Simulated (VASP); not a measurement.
Input of a VASP 6.6.1 run:

File INCAR:

```
SYSTEM = TiO2
PREC     = Accurate       ! precision mode
ENCUT    = 520            ! plane-wave cutoff, eV
EDIFF    = 1E-6           ! SCF threshold, eV
ISMEAR   = 0              ! smearing method
SIGMA    = 0.05           ! smearing width, eV
LREAL    = .FALSE.        ! projectors in reciprocal space
LASPH    = .TRUE.         ! aspherical terms in the spheres
NELM     = 150            ! most SCF steps
ALGO     = Normal         ! electronic algorithm
ISIF     = 2              ! what is computed and relaxed
LWAVE    = .FALSE.        ! write WAVECAR
LCHARG   = .FALSE.        ! write CHGCAR
LMAXMIX  = 4              ! l up to which the mixer works
LDAU     = .TRUE.         ! DFT+U
LDAUTYPE = 2            
LDAUL    = 2 -1           ! shell
LDAUU    = 4 0            ! U, eV
LDAUJ    = 0 0          
LDAUPRINT= 1            
GGA      = PE             ! functional
IVDW     = 12             ! dispersion correction
NBANDS   = 19             ! bands
```

KPOINTS

```
regular mesh
0
G
  9 9 9
  0 0 0
```

POSCAR

```
TiO2
1.0
    1.6093500000      0.9291586557      4.5427333333
   -1.6093500000      0.9291586557      4.5427333333
    0.0000000000     -1.8583173115      4.5427333333
Ti O
1 2
Direct
    0.0000000000      0.0000000000      0.0000000000
    0.6017580785      0.6017580785      0.6017580785
    0.3982419215      0.3982419215      0.3982419215
```

Potentials or basis: VASP PAW PBE potentials, release 64 (Ti_sv, O).

Command:

```console
$ cat potpaw_PBE.64/Ti_sv/POTCAR potpaw_PBE.64/O/POTCAR > POTCAR
$ mpirun -np 1 vasp_std > vasp.out
```

Question: What does it give for the band gap on the k mesh?

Answer: 2.32 eV (least direct gap 2.56 eV).

Question: Estimate the pressure.

Answer: -14.2 GPa.

Eigenvalues of the final occupation matrices:
```csv
site,spin,trace,eigenvalues
site 1 d,1,0.75,0.08 0.08 0.09 0.25 0.25
site 1 d,2,0.75,0.08 0.08 0.09 0.25 0.25
```

Caveat: the stress differs along the axes, from -22 to 2 GPa. A k mesh can miss the band edges.
